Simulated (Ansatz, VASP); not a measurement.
# Two plane-wave programs on MgO2

```
CELL_PARAMETERS angstrom
7.62186 0.00000 0.00000
0.00000 3.15137 0.00000
0.00000 0.00000 4.88529
ATOMIC_POSITIONS crystal
Mg 0.12634 0.25000 0.29433
Mg 0.87366 0.75000 0.70567
Mg 0.37366 0.75000 0.79433
Mg 0.62634 0.25000 0.20567
O 0.70659 0.25000 0.60371
O 0.29341 0.75000 0.39629
O 0.79341 0.75000 0.10371
O 0.20659 0.25000 0.89629
O 0.05313 0.25000 0.71246
O 0.94687 0.75000 0.28754
O 0.44687 0.75000 0.21246
O 0.55313 0.25000 0.78754
```

Alike in both runs: functional PBEsol; k mesh 4 × 8 × 6; occupations gaussian, width 0.02 eV; no spin polarisation.

Ansatz relaxed the structure, and its values are those at the end. VASP's run is a single point on that final structure, the one shown.

|  | VASP | Ansatz |
| --- | --- | --- |
| version | VASP 6.6.1 | Ansatz 0.2.0 |
| potentials or method | VASP PAW PBE potentials, release 64 (Mg, O), cutoff 520 eV | scalar-relativistic, plane waves, PAW |
| valence electrons in the cell | 56 | 88 |

Ansatz gave:

| Item | Value |
| --- | --- |
| gap on the k mesh at the Fermi level (eV) | 3.04 |
| least direct gap on the mesh (eV) | 3.06 |
| pressure (GPa) | 0.0 |
| rms of the force components (eV/Å) | 0.000 |

**Question.** What did VASP give for the same quantities?

**Answer.** gap on the k mesh at the Fermi level (eV): 3.01; least direct gap on the mesh (eV): 3.03; pressure (GPa): -0.1; rms of the force components (eV/Å): 0.095.

VASP's potentials were made for PBE, not for PBEsol. VASP's potentials hold 56 valence electrons a cell and Ansatz's 88, so a difference there can come from the potentials and not from the codes.
